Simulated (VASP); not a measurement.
# Si (P6_3/mmc) in VASP: a series of runs

Runs on Si. Level: LDA. Tasks: single point.

Program: VASP 6.6.1. These are calculated values, not measurements. Logs are shortened: lines on timing, memory, paths and dates and some standing lists are left out, and cuts for length are marked.

## 1. The cell of the first run

It takes space group P6_3/mmc (No. 194, hexagonal). The conventional cell has a = 3.854 Å, b = 3.854 Å, c = 6.120 Å, α = 90.00°, β = 90.00°, γ = 120.00°. Within 3.1 Å of Si (site symmetry 3m) lie 4 Si at 2.34 to 2.35 Å.

This isn't the form of Si at room conditions, which is diamond.

## 2. Single point, LDA

INCAR reads:

```
PREC = Accurate
ENCUT = 520
EDIFF = 1E-6
ISMEAR = 0
SIGMA = 0.03
LREAL = False
LASPH = True
NELM = 60
ALGO = Normal
ISIF = 2
LWAVE = False
LCHARG = True
LELF = True
LVHAR = True
NBANDS = 16
```

KPOINTS reads:

```
regular mesh
0
Gamma
  12 12 6
```

POSCAR reads:

```
Si
1.0
    3.8537843876      0.0000000000      0.0000000000
   -1.9268921938      3.3374751803      0.0000000000
    0.0000000000      0.0000000000      6.1198096075
Si
4
Direct
    0.3333333333      0.6666666667      0.0582655800
    0.6666666667      0.3333333333      0.5582655800
    0.3333333333      0.6666666667      0.4417344200
    0.6666666667      0.3333333333      0.9417344200
```

Potentials or basis: VASP PAW LDA potentials, release 64 (Si).

Launch:

```bash
cat potpaw_LDA.64/Si/POTCAR > POTCAR
mpirun -np 1 vasp_std > vasp.out
```

OUTCAR:

```text
PREC = Accurate
   ENCUT = 520
   EDIFF = 1E-6
   ISMEAR = 0
   LREAL = False
   LASPH = True
   NELM = 60
   ISIF = 2

 ion  position               nearest neighbor table
   1  0.333  0.667  0.058-   4 2.34   4 2.34   4 2.34   3 2.35
   2  0.667  0.333  0.558-   3 2.34   3 2.34   3 2.34   4 2.35
   3  0.333  0.667  0.442-   2 2.34   2 2.34   2 2.34   1 2.35
   4  0.667  0.333  0.942-   1 2.34   1 2.34   1 2.34   2 2.35

  LATTYP: Found a hexagonal cell.
 ALAT       =     3.8537843876
 C/A-ratio  =     1.5880000000

  Lattice vectors:

 A1 = (   3.8537843876,   0.0000000000,   0.0000000000)
 A2 = (  -1.9268921938,   3.3374751803,   0.0000000000)
 A3 = (   0.0000000000,   0.0000000000,   6.1198096075)

Analysis of symmetry for initial positions (statically):
=====================================================================
 Subroutine PRICEL returns:
 Original cell was already a primitive cell.

 Routine SETGRP: Setting up the symmetry group for a
 hexagonal supercell.

 Subroutine GETGRP returns: Found 24 space group operations
 (whereof 12 operations were pure point group operations)
 out of a pool of 24 trial point group operations.

The static configuration has the point symmetry D_3d.
 The point group associated with its full space group is D_6h.

Analysis of symmetry for dynamics (positions and initial velocities):
=====================================================================
 Subroutine PRICEL returns:
 Original cell was already a primitive cell.

 Routine SETGRP: Setting up the symmetry group for a
 hexagonal supercell.

 Subroutine GETGRP returns: Found 24 space group operations
 (whereof 12 operations were pure point group operations)
 out of a pool of 24 trial point group operations.

The dynamic configuration has the point symmetry D_3d.
 The point group associated with its full space group is D_6h.

 Subroutine INISYM returns: Found 24 space group operations
 (whereof 12 operations are pure point group operations),
 and found     1 'primitive' translations

----------------------------------------------------------------------------------------

                                     Primitive cell

  volume of cell :      78.7124

  direct lattice vectors                    reciprocal lattice vectors
     3.853784388  0.000000000  0.000000000     0.259485197  0.149813848  0.000000000
    -1.926892194  3.337475180  0.000000000     0.000000000  0.299627696  0.000000000
[... 93 lines left out ...]
   IBRION =     -1    ionic relax: 0-MD 1-quasi-New 2-CG
   NFREE  =      0    steps in history (QN), initial steepest desc. (CG)
   ISIF   =      2    stress and relaxation
   ISYM   =      2    0-nonsym 1-usesym 2-fastsym
   POTIM  = 0.5000    time-step for ionic-motion
   TEBEG  =    0.0;   TEEND  =   0.0 temperature during run
   PSTRESS=    0.0 pullay stress
   NELECT =      16.0000    total number of electrons
   NUPDOWN=      -1.0000    fix difference up-down
   EMIN   =  10.00;   EMAX   =-10.00  energy-range for DOS
   EFERMI =   0.00;   METHOD = LEGACY
   ISMEAR =     0;   SIGMA  =   0.03  broadening in eV -4-tet -1-fermi 0-gaus
   EFERMI_NEDOS =   21; number of points for ismear=-14 and -15
   IALGO  =     38    algorithm
   IMIX   =      4    mixing-type and parameters
     AMIX     =   0.40;   BMIX     =  1.00
     AMIX_MAG =   1.60;   BMIX_MAG =  1.00
  volume/ion in A,a.u.               =      19.68       132.79
  Fermi-wavevector in a.u.,A,eV,Ry     =   0.962573  1.818999 12.606436  0.926547
  Thomas-Fermi vector in A             =   2.092044
   LORBIT       =      0    0 simple, 1 ext, 2 COOP (PROOUT), +10 PAW based schemes
   GGA     = CA    functional components
   LHFCALC =     F    Hartree Fock is set to
   AEXX    =    0.0000 exact exchange contribution
   IVDW    =     0    specifies the selected vdW correction
   LEPSILON=     F    determine dielectric tensor
   LRPA    =     F    only Hartree local field effects (RPA)
 non-spin polarized calculation
 Gauss-broadening in eV      SIGMA  =   0.03
  energy-cutoff  :      520.00
  volume of cell :       78.71
 maximum number of plane-waves:      2139
 NGX is ok and might be reduce to    30

 number of electron      16.0000001 magnetization

 Free energy of the ion-electron system (eV)
  ---------------------------------------------------
  ext. energy  EPLUGINS =         0.00000000
  ---------------------------------------------------
  free energy    TOTEN  =       -23.74537947 eV

  energy without entropy =      -23.74532029  energy(sigma->0) =      -23.74534988

 E-fermi :   6.2112     XC(G=0):  -9.6642

 val. band max:        6.0702633260   @ k =   0.0000   0.0000   0.0000
 cond. band min:       6.2148542725   @ k =   0.0000   0.0000   0.0000
 fundamental gap:      0.1445909466
 Fermi energy:         6.2112422002

 k-point     1 :       0.0000    0.0000    0.0000
  band No.  band energies     occupation
      1      -6.1473      2.00000
      2      -3.6254      2.00000
      3      -0.9672      2.00000
      4       4.3933      2.00000
      5       4.3933      2.00000
      6       6.0703      2.00000
[... 433 lines left out ...]
      3      -0.9022      2.00000
      4       1.4242      2.00000
      5       1.5320      2.00000
      6       3.2392      2.00000
[... 8 lines left out ...]
     15      12.9948      0.00000
     16      13.1621      0.00000

 [... further k-points ...]

------------------------ aborting loop because EDIFF is reached ----------------------------------------

  FORCE on cell =-STRESS in cart. coord.  units (eV):
  Direction    XX          YY          ZZ          XY          YZ          ZX
  --------------------------------------------------------------------------------------
  -------------------------------------------------------------------------------------
  Total       -0.8277487     -0.8277487      1.8323032      0.0000000      0.0000000     -0.0000000
  in kB      -16.8486730    -16.8486730     37.2961977      0.0000000      0.0000000     -0.0000000
  external PRESSURE =       1.1996172 kB  Pullay stress =       0.0000000 kB

 VOLUME and BASIS-vectors are now :
 -----------------------------------------------------------------------------
  energy-cutoff  :      520.00
  volume of cell :       78.71
      direct lattice vectors                 reciprocal lattice vectors
     3.853784388  0.000000000  0.000000000     0.259485197  0.149813848  0.000000000
    -1.926892194  3.337475180  0.000000000     0.000000000  0.299627696  0.000000000
     0.000000000  0.000000000  6.119809607     0.000000000  0.000000000  0.163403776

 POSITION                                       TOTAL-FORCE (eV/Angst)
 -----------------------------------------------------------------------------------
     -0.00000      2.22498      0.35657         0.000000     -0.000000      0.300047
      1.92689      1.11249      3.41648         0.000000     -0.000000      0.300047
     -0.00000      2.22498      2.70333        -0.000000      0.000000     -0.300047
      1.92689      1.11249      5.76324        -0.000000      0.000000     -0.300047
 -----------------------------------------------------------------------------------
    total drift:                               -0.000000      0.000000     -0.000000

  FREE ENERGIE OF THE ION-ELECTRON SYSTEM (eV)
  ---------------------------------------------------
  free  energy   TOTEN  =       -23.7453794674 eV

  energy  without entropy=      -23.7453202870  energy(sigma->0) =      -23.74534988
```

OSZICAR:

```text
N       E                     dE             d eps       ncg     rms          rms(c)
DAV:   1     0.241491501628E+02    0.24149E+02   -0.59472E+03  2432   0.820E+02
DAV:   2    -0.223831279604E+02   -0.46532E+02   -0.42174E+02  3304   0.122E+02
DAV:   3    -0.242729899936E+02   -0.18899E+01   -0.18756E+01  3312   0.230E+01
DAV:   4    -0.242964781914E+02   -0.23488E-01   -0.23482E-01  3048   0.329E+00
DAV:   5    -0.242969205163E+02   -0.44232E-03   -0.44226E-03  3352   0.425E-01    0.724E+00
DAV:   6    -0.239164921767E+02    0.38043E+00   -0.15131E-01  2784   0.181E+00    0.434E+00
DAV:   7    -0.237452663428E+02    0.17123E+00   -0.28968E-01  2880   0.254E+00    0.315E-01
DAV:   8    -0.237454544503E+02   -0.18811E-03   -0.23875E-02  2904   0.801E-01    0.114E-01
DAV:   9    -0.237453472448E+02    0.10721E-03   -0.78916E-04  3224   0.153E-01    0.862E-02
DAV:  10    -0.237453795557E+02   -0.32311E-04   -0.77599E-05  3064   0.477E-02    0.194E-02
DAV:  11    -0.237453794674E+02    0.88268E-07   -0.42400E-06  3104   0.119E-02
   1 F= -.23745379E+02 E0= -.23745350E+02  d E =-.591804E-04
```

It took 89 s on 1 thread of Intel Xeon Platinum 8488C (Sapphire Rapids), shared host; peak memory 0.2 GiB.

What came out:

```yaml
Free_energy: -23.7454 eV
Pressure: 0.1 GPa
Largest_force: 0.300 eV/Å
```

Forces on the atoms (eV/Å):
```
Si   0.000  0.000  0.300
Si   0.000  0.000  0.300
Si   0.000  0.000 -0.300
Si   0.000  0.000 -0.300
```

Stress tensor (GPa, compression positive):
```
-1.68  0.00  0.00
 0.00 -1.68  0.00
 0.00  0.00  3.73
```

## 3. Single point, LDA

This run uses another cell than the first one, of the same volume but with other edges.

INCAR is that of step 2.

KPOINTS reads:

```
Automatic mesh
0
Gamma
  12 12 6
```

POSCAR reads:

```
Si
1.0
    3.5775365161      0.0000000000      0.0000000000
   -1.7887682581      3.0982375059      0.0000000000
    0.0000000000      0.0000000000      7.1014099845
Si
4
Direct
    0.3333333333      0.6666666667      0.0773474439
    0.6666666667      0.3333333333      0.5773474439
    0.3333333333      0.6666666667      0.4226525561
    0.6666666667      0.3333333333      0.9226525561
```

Potentials or basis: VASP PAW LDA potentials, release 64 (Si).

Launch:

```bash
cat potpaw_LDA.64/Si/POTCAR > POTCAR
mpirun -np 1 vasp_std > vasp.out
```

It took 1.9 min on 1 thread of Intel Xeon Platinum 8488C (Sapphire Rapids), shared host; peak memory 0.2 GiB.

It converged, with:

```yaml
Free_energy: -22.8417 eV
Pressure: -1.6 GPa
Largest_force: 0.792 eV/Å
Band_gap_on_the_k_mesh: zero (bands 8 and 9 overlap by 1.14 eV)
```

Forces on the atoms (eV/Å):
```
Si   0.000  0.000 -0.792
Si   0.000  0.000 -0.792
Si   0.000  0.000  0.792
Si   0.000  0.000  0.792
```

Stress tensor (GPa, compression positive):
```
  6.52   0.00   0.00
  0.00   6.52   0.00
  0.00   0.00 -17.90
```

Levels at points of the mesh, in eV from the Fermi level:
```tsv
k point	band 6	band 7	band 8	band 9	band 10	band 11
(0.00, 0.00, 0.00)	-0.26	-0.26	0.79	0.79	2.82	2.82
(0.50, 0.00, 0.00)	-3.51	-2.20	-1.08	1.16	1.41	1.99
(0.00, 0.00, 0.50)	0.16	0.16	0.16	3.06	3.06	3.66
(0.50, 0.00, 0.50)	-3.40	-1.74	-1.74	-0.12	-0.12	1.87
```

(Continued in part 2 of 2.)
